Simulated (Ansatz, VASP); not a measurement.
**One calculation of HCl, two programs**

```xyz
2
Lattice="-0.2890 2.6009 2.6009 2.6009 -0.2890 2.6009 2.6009 2.6009 -0.2890" Properties=species:S:1:pos:R:3 pbc="T T T"
H     0.0000    0.0000    0.0000
Cl    2.4564    2.4564    2.4564
```

Alike in both runs: task single point; functional PBEsol; k mesh 16 × 16 × 16; occupations gaussian, width 0.15 eV; no spin polarisation.

|  | VASP | Ansatz |
| --- | --- | --- |
| version | VASP 6.6.1 | Ansatz 0.2.0 |
| potentials or method | VASP PAW PBE potentials, release 64 (H, Cl), cutoff 520 eV | scalar-relativistic, plane waves, PAW |
| valence electrons in the cell | 8 | 8 |

```csv
,VASP,Ansatz,Ansatz less VASP
gap on the k mesh at the Fermi level (eV),none,none,-
pressure (GPa),-10.1,-10.1,+0.05
"traceless stress, the component that is largest in VASP (GPa)",1.69,1.69,+0.001
```

VASP's potentials were made for PBE, not for PBEsol. A gap of «none» marks a metal or a gap that the smearing closes.
